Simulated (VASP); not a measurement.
# Zr (Fmmm) in VASP: relaxation of cell and atoms with PBE

Aim: the relaxation of cell and atoms of Zr with PBE.

Program: VASP 6.6.1. These are calculated values, not measurements. Logs are shortened: lines on timing, memory, paths and dates and some standing lists are left out, and cuts for length are marked.

## 1. The cell of the first run

Symmetry: Fmmm, No. 69, orthorhombic system. Conventional cell: a = 3.180 Å, b = 5.415 Å, c = 10.950 Å, α = 90.00°, β = 90.00°, γ = 90.00°. Within 3.9 Å of Zr (site symmetry mm2) lie 11 Zr at 2.94 to 3.71 Å.

## 2. Relaxation of cell and atoms, PBE

File INCAR:

```
SYSTEM = Zr
PREC = Accurate
ENCUT = 600
EDIFF = 1E-6
ISMEAR = 0
SIGMA = 0.1
LREAL = .False.
LASPH = .True.
NELM = 100
ALGO = Fast
ISIF = 3
LWAVE = .False.
LCHARG = .False.
GGA = PE
IBRION = 2
NSW = 100
EDIFFG = -0.01
```

File KPOINTS:

```
Automatic mesh
0
Gamma
  16 16 16
  0 0 0
```

File POSCAR:

```
Zr
1.0
    0.0000000000      2.7072782230      5.4750050804
    1.5897948046      0.0000000000      5.4750050804
    1.5897948046      2.7072782230      0.0000000000
Zr
2
Direct
    0.8658327726      0.8658327726      0.1341672274
    0.1341672274      0.1341672274      0.8658327726
```

Potentials or basis: VASP PAW PBE potentials, release 64 (Zr_sv).

Launch:

```console
> cat potpaw_PBE.64/Zr_sv/POTCAR > POTCAR
> mpirun -np 1 vasp_std > vasp.out
```

OUTCAR:

```text
SYSTEM = Zr
   PREC = Accurate
   ENCUT = 600
   EDIFF = 1E-6
   ISMEAR = 0
   LREAL = .False.
   LASPH = .True.
   NELM = 100
   ISIF = 3
   GGA = PE
   IBRION = 2
   NSW = 100
   EDIFFG = -0.01

 ion  position               nearest neighbor table
   1  0.866  0.866  0.134-   2 2.94   2 2.99   2 2.99   2 3.71   2 3.71
   2  0.134  0.134  0.866-   1 2.94   1 2.99   1 2.99   1 3.71   1 3.71

  LATTYP: Found a face centered orthorhombic cell.
 ALAT       =     3.1795896092
 B/A-ratio  =     1.7029104732
 C/A-ratio  =     3.4438438625

  Lattice vectors:

 A1 = (   0.0000000000,   2.7072782230,   5.4750050804)
 A2 = (   1.5897948046,   0.0000000000,   5.4750050804)
 A3 = (   1.5897948046,   2.7072782230,   0.0000000000)

Analysis of symmetry for initial positions (statically):
=====================================================================
 Subroutine PRICEL returns:
 Original cell was already a primitive cell.

 Routine SETGRP: Setting up the symmetry group for a
 face centered orthorhombic supercell.

 Subroutine GETGRP returns: Found  8 space group operations
 (whereof  8 operations were pure point group operations)
 out of a pool of  8 trial point group operations.

The static configuration has the point symmetry D_2h.

Analysis of symmetry for dynamics (positions and initial velocities):
=====================================================================
 Subroutine PRICEL returns:
 Original cell was already a primitive cell.

 Routine SETGRP: Setting up the symmetry group for a
 face centered orthorhombic supercell.

 Subroutine GETGRP returns: Found  8 space group operations
 (whereof  8 operations were pure point group operations)
 out of a pool of  8 trial point group operations.

The dynamic configuration has the point symmetry D_2h.

 Subroutine INISYM returns: Found  8 space group operations
 (whereof  8 operations are pure point group operations),
 and found     1 'primitive' translations

----------------------------------------------------------------------------------------

                                     Primitive cell

  volume of cell :      47.1290

  direct lattice vectors                    reciprocal lattice vectors
     0.000000000  2.707278223  5.475005080    -0.314505997  0.184687335  0.091324116
     1.589794805  0.000000000  5.475005080     0.314505997 -0.184687335  0.091324116
     1.589794805  2.707278223  0.000000000     0.314505997  0.184687335 -0.091324116

[... 95 lines left out ...]
   NUPDOWN=      -1.0000    fix difference up-down
   EMIN   =  10.00;   EMAX   =-10.00  energy-range for DOS
   EFERMI =   0.00;   METHOD = LEGACY
   ISMEAR =     0;   SIGMA  =   0.10  broadening in eV -4-tet -1-fermi 0-gaus
   EFERMI_NEDOS =   21; number of points for ismear=-14 and -15
   IALGO  =     68    algorithm
   IMIX   =      4    mixing-type and parameters
     AMIX     =   0.40;   BMIX     =  1.00
     AMIX_MAG =   1.60;   BMIX_MAG =  1.00
  volume/ion in A,a.u.               =      23.56       159.02
  Fermi-wavevector in a.u.,A,eV,Ry     =   1.307322  2.470479 23.253576  1.709090
  Thomas-Fermi vector in A             =   2.438064
   LORBIT       =      0    0 simple, 1 ext, 2 COOP (PROOUT), +10 PAW based schemes
   GGA     = PE    functional components
   LHFCALC =     F    Hartree Fock is set to
   AEXX    =    0.0000 exact exchange contribution
   IVDW    =     0    specifies the selected vdW correction
   LEPSILON=     F    determine dielectric tensor
   LRPA    =     F    only Hartree local field effects (RPA)
 conjugate gradient relaxation of ions
 non-spin polarized calculation
 RMM-DIIS sequential band-by-band and
 Gauss-broadening in eV      SIGMA  =   0.10
  energy-cutoff  :      600.00
  volume of cell :       47.13
 maximum number of plane-waves:      1603
 NGX is ok and might be reduce to    50
   NGX = 25   NGY = 23   NGZ = 13

--------------------------------------- Ionic step        1  -------------------------------------------

 number of electron      24.0000000 magnetization

 Free energy of the ion-electron system (eV)
  ---------------------------------------------------
  ext. energy  EPLUGINS =         0.00000000
  ---------------------------------------------------
  free energy    TOTEN  =       -16.69353751 eV

  energy without entropy =      -16.67911223  energy(sigma->0) =      -16.68632487

------------------------ aborting loop because EDIFF is reached ----------------------------------------

  FORCE on cell =-STRESS in cart. coord.  units (eV):
  Direction    XX          YY          ZZ          XY          YZ          ZX
  --------------------------------------------------------------------------------------
  -------------------------------------------------------------------------------------
  Total        0.2550857     -0.1552150     -0.0656330      0.0000000      0.0000000      0.0000000
  in kB        8.6717795     -5.2766212     -2.2312309      0.0000000      0.0000000      0.0000000
  external PRESSURE =       0.3879758 kB  Pullay stress =       0.0000000 kB
[... 275 lines left out ...]
--------------------------------------- Ionic step        9  -------------------------------------------

 number of electron      24.0000000 magnetization

 Free energy of the ion-electron system (eV)
  ---------------------------------------------------
  ext. energy  EPLUGINS =         0.00000000
  ---------------------------------------------------
  free energy    TOTEN  =       -16.69537451 eV

  energy without entropy =      -16.68037179  energy(sigma->0) =      -16.68787315

 E-fermi :   8.5588     XC(G=0): -10.9850

 val. band max:        8.5573674831   @ k =  -0.2500   0.2500   0.3125
 cond. band min:       8.5595239569   @ k =  -0.3125   0.3750   0.1875
 fundamental gap:      0.0021564738
 Fermi energy:         8.5588492320

 k-point     1 :       0.0000    0.0000    0.0000
  band No.  band energies     occupation
      1     -40.0567      2.00000
      2     -39.8790      2.00000
      3     -18.7124      2.00000
      4     -17.6617      2.00000
      5     -17.5571      2.00000
      6     -17.5314      2.00000
[... 433 lines left out ...]
      3     -18.6758      2.00000
      4     -17.7793      2.00000
      5     -17.6667      2.00000
      6     -17.5737      2.00000
[... 8 lines left out ...]
     15      10.5303      0.00000
     16      10.8569      0.00000

 [... further k-points ...]

------------------------ aborting loop because EDIFF is reached ----------------------------------------

  FORCE on cell =-STRESS in cart. coord.  units (eV):
  Direction    XX          YY          ZZ          XY          YZ          ZX
  --------------------------------------------------------------------------------------
  -------------------------------------------------------------------------------------
  Total        0.0056010     -0.0018824      0.0116306      0.0000000      0.0000000      0.0000000
  in kB        0.1901887     -0.0639180      0.3949309      0.0000000      0.0000000      0.0000000
  external PRESSURE =       0.1737339 kB  Pullay stress =       0.0000000 kB
[... 17 lines left out ...]
  FREE ENERGIE OF THE ION-ELECTRON SYSTEM (eV)
  ---------------------------------------------------
  free  energy   TOTEN  =       -16.6953745081 eV

  energy  without entropy=      -16.6803717893  energy(sigma->0) =      -16.68787315

 reached required accuracy - stopping structural energy minimisation
```

Run time: 2 h. Hardware: 1 thread of Oxide Virtual Turin-like, shared host; peak memory 0.62 GiB.

What came out:

```yaml
Free_energy: -16.6954 eV
Relaxed_volume: 23.59 Å³/atom
Relaxed_cell: a = 6.081 Å, b = 5.683 Å, c = 3.137 Å, α = 81.69°, β = 67.62°, γ = 30.70°
Space_group_after_relaxing_to_0.1_Å: Fmmm (No. 69)
Energy_gained_by_relaxing: 0.9 meV/atom
Ionic_steps: 9
Pressure_after_relaxing: 0.0 GPa
Band_gap_on_the_k_mesh: zero (bands 12 and 13 overlap by 1.56 eV)
```

The path:
```csv
step,energy change (eV),largest force (eV/Å),pressure (GPa),volume (Å³)
1,0.0000,0.0345,0.04,47.13
2,-0.0016,0.0248,-0.03,47.17
3,-0.0017,0.0218,-0.05,47.19
4,-0.0017,0.0218,-0.06,47.19
5,-0.0017,0.0219,-0.05,47.18
6,-0.0017,0.0220,-0.05,47.19
7,-0.0018,0.0021,0.07,47.13
8,-0.0018,0.0010,0.06,47.13
9,-0.0018,0.0015,0.02,47.18
```

Final structure:
```cif
data_structure
_symmetry_space_group_name_H-M 'P 1'
_symmetry_Int_Tables_number 1
_cell_length_a 6.0811
_cell_length_b 5.6828
_cell_length_c 3.1373
_cell_angle_alpha 81.685
_cell_angle_beta 67.618
_cell_angle_gamma 30.696
_cell_volume 47.18
loop_
_atom_site_label
_atom_site_type_symbol
_atom_site_fract_x
_atom_site_fract_y
_atom_site_fract_z
_atom_site_occupancy
Zr1 Zr 0.86546 0.86546 0.13454 1
Zr2 Zr 0.13454 0.13454 0.86546 1
```
